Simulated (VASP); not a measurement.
# Al (P-1) in VASP: relaxation of cell and atoms with PBEsol

Aim: the relaxation of cell and atoms of Al with PBEsol.

Everything below comes from runs of VASP 6.6.1. Logs are shortened: lines on timing, memory, paths and dates and some standing lists are left out, and cuts for length are marked.

## Step 1: The cell of the first run

The typed cell holds 2 atoms: a = 2.782 Å, b = 2.782 Å, c = 4.544 Å, α = 90.00°, β = 90.00°, γ = 109.47°.

## Step 2: Relaxation of cell and atoms, PBEsol

Contents of INCAR:

```
SYSTEM = Al
PREC = Accurate ; ENCUT = 600
EDIFF = 1E-6 ; ISMEAR = 0
SIGMA = 0.15 ; LREAL = .FALSE.
LASPH = .TRUE. ; NELM = 60
ALGO = Fast ; ISIF = 3
LWAVE = .FALSE. ; LCHARG = .FALSE.
GGA = PS ; IBRION = 2
NSW = 100 ; EDIFFG = -0.01
```

Contents of KPOINTS:

```
regular mesh
0
G
  12 12 8
  0 0 0
```

Contents of POSCAR:

```
Al
1.0
   -1.6064390039      1.6064390039      1.6064390039
    1.6064390039     -1.6064390039      1.6064390039
    3.2128780077      3.2128780077      0.0000000000
Al
2
Direct
    0.0844139570      0.0951345509      0.0565380004
    0.4155860430      0.4048654491      0.4434619996
```

Potentials or basis: VASP PAW PBE potentials, release 64 (Al).

Command:

```
cat potpaw_PBE.64/Al/POTCAR > POTCAR
mpirun -np 1 vasp_std > vasp.out
```

OUTCAR:

```text
SYSTEM = Al
   PREC = Accurate
   ENCUT = 600
   EDIFF = 1E-6
   ISMEAR = 0
   LREAL = .FALSE.
   LASPH = .TRUE.
   NELM = 60
   ISIF = 3
   GGA = PS
   IBRION = 2
   NSW = 100
   EDIFFG = -0.01

 ion  position               nearest neighbor table
   1  0.084  0.095  0.057-   2 2.04   2 2.80   2 2.89   2 2.97   2 2.97
   2  0.416  0.405  0.443-   1 2.04   1 2.80   1 2.89   1 2.97   1 2.97

  LATTYP: Found a base centered orthorhombic cell.
 ALAT       =     3.2128780078
 B/A-ratio  =     1.4142135624
 C/A-ratio  =     1.4142135623

  Lattice vectors:

 A1 = (  -1.6064390039,   1.6064390039,   1.6064390039)
 A2 = (   1.6064390039,  -1.6064390039,   1.6064390039)
 A3 = (   3.2128780077,   3.2128780077,   0.0000000000)

Analysis of symmetry for initial positions (statically):
=====================================================================
 Subroutine PRICEL returns:
 Original cell was already a primitive cell.

 Routine SETGRP: Setting up the symmetry group for a
 base centered orthorhombic supercell.

 Subroutine GETGRP returns: Found  2 space group operations
 (whereof  1 operations were pure point group operations)
 out of a pool of  8 trial point group operations.

The static configuration has the point symmetry C_1 .
 The point group associated with its full space group is S_2 .

Analysis of symmetry for dynamics (positions and initial velocities):
=====================================================================
 Subroutine PRICEL returns:
 Original cell was already a primitive cell.

 Routine SETGRP: Setting up the symmetry group for a
 base centered orthorhombic supercell.

 Subroutine GETGRP returns: Found  2 space group operations
 (whereof  1 operations were pure point group operations)
 out of a pool of  8 trial point group operations.

The dynamic configuration has the point symmetry C_1 .
 The point group associated with its full space group is S_2 .

 Subroutine INISYM returns: Found  2 space group operations
 (whereof  1 operations are pure point group operations),
 and found     1 'primitive' translations

----------------------------------------------------------------------------------------

                                     Primitive cell

  volume of cell :      33.1652

  direct lattice vectors                    reciprocal lattice vectors
    -1.606439004  1.606439004  1.606439004    -0.155623711  0.155623711  0.311247423
     1.606439004 -1.606439004  1.606439004     0.155623711 -0.155623711  0.311247423
     3.212878008  3.212878008  0.000000000     0.155623711  0.155623711  0.000000000
[... 108 lines left out ...]
   LORBIT       =      0    0 simple, 1 ext, 2 COOP (PROOUT), +10 PAW based schemes
   GGA     = PS    functional components
   LHFCALC =     F    Hartree Fock is set to
   AEXX    =    0.0000 exact exchange contribution
   IVDW    =     0    specifies the selected vdW correction
   LEPSILON=     F    determine dielectric tensor
   LRPA    =     F    only Hartree local field effects (RPA)
 conjugate gradient relaxation of ions
 non-spin polarized calculation
 RMM-DIIS sequential band-by-band and
 Gauss-broadening in eV      SIGMA  =   0.15
  energy-cutoff  :      600.00
  volume of cell :       33.17
 maximum number of plane-waves:      1132
 NGX is ok and might be reduce to    24
   NGX = 11   NGY = 11   NGZ = 19

--------------------------------------- Ionic step        1  -------------------------------------------

 number of electron       6.0000000 magnetization

 Free energy of the ion-electron system (eV)
  ---------------------------------------------------
  ext. energy  EPLUGINS =         0.00000000
  ---------------------------------------------------
  free energy    TOTEN  =        -6.17357627 eV

  energy without entropy =       -6.16351586  energy(sigma->0) =       -6.16854607

------------------------ aborting loop because EDIFF is reached ----------------------------------------

  FORCE on cell =-STRESS in cart. coord.  units (eV):
  Direction    XX          YY          ZZ          XY          YZ          ZX
  --------------------------------------------------------------------------------------
  -------------------------------------------------------------------------------------
  Total        4.6324038      5.1487884      3.0394708      4.2297562      4.4093588      4.2046527
  in kB      223.7867050    248.7327207    146.8337353    204.3352122    213.0116297    203.1224849
  external PRESSURE =     206.4510537 kB  Pullay stress =       0.0000000 kB
[... 89 lines left out ...]
  FREE ENERGIE OF THE ION-ELECTRON SYSTEM (eV)
  ---------------------------------------------------
  free  energy   TOTEN  =        -7.7972178848 eV

  energy  without entropy=       -7.7869830716  energy(sigma->0) =       -7.79210048

 E-fermi :   6.6308     XC(G=0):  -9.7962

 val. band max:        6.6305007116   @ k =   0.1667   0.2500  -0.2500
 cond. band min:       6.6327549962   @ k =   0.1667   0.2500   0.0000
 fundamental gap:      0.0022542846
 Fermi energy:         6.6307699678

 k-point     1 :       0.0000    0.0000    0.0000
  band No.  band energies     occupation
      1      -3.6725      2.00000
      2       2.2544      2.00000
      3       2.5567      2.00000
      4      14.8159      0.00000
      5      15.1244      0.00000
      6      16.2309      0.00000
      7      16.9995      0.00000
[... 221 lines left out ...]
 k-point    24 :       0.0833    0.5000    0.0000
  band No.  band energies     occupation
      1       1.0056      2.00000
      2       2.1248      2.00000
      3       5.9709      2.00000
      4       7.0283      0.00018
      5       7.7802      0.00000
      6       9.1684      0.00000
      7      12.1343      0.00000

 [... further k-points ...]

[... ionic steps 4 to 63 ...]

--------------------------------------- Ionic step       64  -------------------------------------------

 number of electron       6.0000000 magnetization

------------------------ aborting loop because EDIFF is reached ----------------------------------------
[... 67 lines left out ...]
--------------------------------------- Ionic step       66  -------------------------------------------

 number of electron       6.0000000 magnetization

 Free energy of the ion-electron system (eV)
  ---------------------------------------------------
  ext. energy  EPLUGINS =         0.00000000
  ---------------------------------------------------
  free energy    TOTEN  =        -8.19848511 eV

  energy without entropy =       -8.19053919  energy(sigma->0) =       -8.19451215

 E-fermi :   8.1056     XC(G=0): -10.3243

 val. band max:        8.1020722990   @ k =   0.4167   0.3333   0.5000
 cond. band min:       8.1214731147   @ k =  -0.3333  -0.0833   0.2500
 fundamental gap:      0.0194008157
 Fermi energy:         8.1055552945

 k-point     1 :       0.0000    0.0000    0.0000
  band No.  band energies     occupation
      1      -3.1143      2.00000
      2       3.5407      2.00000
      3       3.8845      2.00000
      4      19.4009      0.00000
      5      19.4240      0.00000
      6      19.6440      0.00000
      7      19.6886      0.00000
[... 259 lines left out ...]
  FREE ENERGIE OF THE ION-ELECTRON SYSTEM (eV)
  ---------------------------------------------------
  free  energy   TOTEN  =        -8.1984851102 eV

  energy  without entropy=       -8.1905391851  energy(sigma->0) =       -8.19451215

 reached required accuracy - stopping structural energy minimisation
```

OSZICAR:

```text
N       E                     dE             d eps       ncg     rms          rms(c)
DAV:   1     0.299162249391E+01    0.29916E+01   -0.24821E+03  8120   0.727E+02
DAV:   2    -0.643966238546E+01   -0.94313E+01   -0.91426E+01 10528   0.609E+01
DAV:   3    -0.656069376970E+01   -0.12103E+00   -0.11916E+00 11487   0.854E+00
[... 472 lines left out ...]
RMM:   3    -0.819844435853E+01    0.21618E-05   -0.26754E-06  7515   0.124E-02    0.172E-03
RMM:   4    -0.819844439643E+01   -0.37898E-07   -0.32444E-07  4714   0.553E-03
  65 F= -.81984444E+01 E0= -.81944228E+01  d E =-.126474E-03
       N       E                     dE             d eps       ncg     rms          rms(c)
DAV:   1    -0.819848606182E+01   -0.41703E-04   -0.52786E-04 11424   0.165E-01    0.884E-03
RMM:   2    -0.819848511016E+01    0.95166E-06   -0.35277E-06  7466   0.176E-02
  66 F= -.81984851E+01 E0= -.81945121E+01  d E =-.407137E-04
```

Wall time 18 min (1 thread of Intel Xeon 6975P-C (Granite Rapids), shared host); peak memory 0.36 GiB.

What came out:

| Quantity | Value |
| --- | --- |
| Free energy | -8.1985 eV |
| Relaxed volume | 16.20 Å³/atom |
| Relaxed cell | a = 2.855 Å, b = 2.855 Å, c = 4.911 Å, α = 72.37°, β = 107.61°, γ = 120.29° |
| Space group after relaxing (to 0.1 Å) | Fm-3m (No. 225) |
| Energy gained by relaxing | 1012.5 meV/atom |
| Ionic steps | 66 |
| Pressure after relaxing | 0.0 GPa |
| Largest force after relaxing | 0.007 eV/Å |
| Band gap on the k mesh | zero (bands 3 and 4 overlap by 5.83 eV) |

Forces on the atoms (eV/Å):
```
Al  -0.007  0.001  0.001
Al   0.007 -0.001 -0.001
```

The path:
| step | energy change (eV) | largest force (eV/Å) | pressure (GPa) | volume (Å³) |
| --- | --- | --- | --- | --- |
| 1 | 0.0000 | 7.3705 | 20.65 | 33.17 |
| 3 | -1.6236 | 0.1435 | -5.55 | 38.13 |
| 5 | -1.6330 | 0.4355 | -4.10 | 37.17 |
| 7 | -1.6348 | 0.3666 | -4.42 | 37.34 |
| 9 | -1.6928 | 0.3205 | 0.61 | 34.25 |
| 11 | -1.7487 | 0.2907 | 0.51 | 33.65 |
| 13 | -1.7996 | 0.6640 | 1.83 | 32.70 |
| 15 | -1.8224 | 0.5711 | 0.90 | 32.98 |
| 17 | -1.8449 | 0.1748 | -2.27 | 34.28 |
| 19 | -1.8553 | 0.0849 | -0.84 | 33.55 |
| 21 | -1.8577 | 0.1129 | 0.30 | 33.04 |
| 23 | -1.8661 | 0.0978 | 0.40 | 33.01 |
| 25 | -1.8558 | 0.1391 | 2.39 | 32.72 |
| 27 | -1.8769 | 0.1008 | 0.84 | 32.98 |
| 29 | -1.8906 | 0.0960 | -0.29 | 33.53 |
| 31 | -1.8917 | 0.0908 | -0.62 | 33.71 |
| 33 | -1.9048 | 0.0690 | -1.35 | 33.95 |
| 35 | -1.9226 | 0.0729 | -1.63 | 33.91 |
| 37 | -1.9556 | 0.2173 | 0.23 | 32.86 |
| 39 | -1.9642 | 0.1883 | -0.17 | 32.94 |
| 41 | -1.9677 | 0.1671 | -0.07 | 32.87 |
| 43 | -1.9768 | 0.1657 | 0.20 | 32.69 |
| 45 | -1.9993 | 0.0995 | -1.21 | 33.08 |
| 47 | -2.0050 | 0.0953 | -1.98 | 33.33 |
| 49 | -2.0135 | 0.1244 | -1.17 | 32.93 |
| 51 | -2.0149 | 0.1466 | -0.70 | 32.73 |
| 53 | -2.0204 | 0.0757 | -0.04 | 32.42 |
| 55 | -2.0211 | 0.0594 | 0.38 | 32.24 |
| 57 | -2.0226 | 0.0422 | -0.40 | 32.55 |
| 59 | -2.0244 | 0.0197 | 0.31 | 32.28 |
| 61 | -2.0245 | 0.0203 | 0.19 | 32.33 |
| 63 | -2.0247 | 0.0137 | -0.14 | 32.46 |
| 65 | -2.0249 | 0.0105 | 0.05 | 32.38 |
| 66 | -2.0249 | 0.0073 | 0.02 | 32.39 |

Final structure:
```
Al
1.0
    -2.03383    1.41022    1.42368
     2.04364   -1.40066    1.41894
     4.02296    2.81638   -0.02162
Al
2
Direct
  0.99929 0.00038 0.00008
  0.50071 0.49962 0.49992
```

Caveat: the PAW data sets were made with another functional, which shifts forces and pressure a little.
